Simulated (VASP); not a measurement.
The system is In4Sb.

```
CELL_PARAMETERS angstrom
4.31280 -5.41598 0.00000
4.31280 5.41598 0.00000
0.00000 0.00000 3.28370
ATOMIC_POSITIONS crystal
In 0.18030 0.18030 0.50000
In 0.81970 0.81970 0.50000
In 0.00000 0.50000 0.00000
In 0.50000 0.00000 0.00000
Sb 0.50000 0.50000 0.00000
```

The cell was built from a structure type or drawn by symmetry, and may not be a known phase.

* Program: VASP 6.6.1
* Task: relaxation of cell and atoms
* Functional: PBE
* Potentials or basis: VASP PAW PBE potentials, release 64 (In_d, Sb)
* Cutoff: 600 eV
* k mesh: 4 × 4 × 6
* Occupations: gaussian, width 0.1 eV
* Spin: no spin polarisation

At the start: pressure 0.2 GPa; volume 30.68 Å³/atom.

Task: Where does the relaxation end?

Result: Over 9 steps the energy falls by 19.2 meV/atom and the volume is 30.70 Å³/atom (+0.1 %); space group Cmmm (No. 65, to 0.1 Å) before and after.

Step by step:
```csv
step,energy change (eV),largest force (eV/Å),pressure (GPa),volume (Å³)
1,0.0000,0.4093,0.25,153.40
2,-0.0499,0.3085,0.07,154.44
3,-0.0770,0.2022,-0.17,155.55
4,-0.0782,0.1783,-0.23,155.82
5,-0.0873,0.1470,-0.16,154.74
6,-0.0937,0.0836,0.32,152.10
7,-0.0939,0.0943,0.27,152.45
8,-0.0959,0.0058,-0.12,153.84
9,-0.0962,0.0205,0.13,153.51
```

Final structure:
```
In Sb
1.0
     4.49585   -5.28403    0.00000
     4.49585    5.28403    0.00000
     0.00000    0.00000    3.23088
In Sb
4 1
Direct
  0.16816 0.16816 0.50000
  0.83184 0.83184 0.50000
  0.00000 0.50000 0.00000
  0.50000 0.00000 0.00000
  0.50000 0.50000 0.00000
```
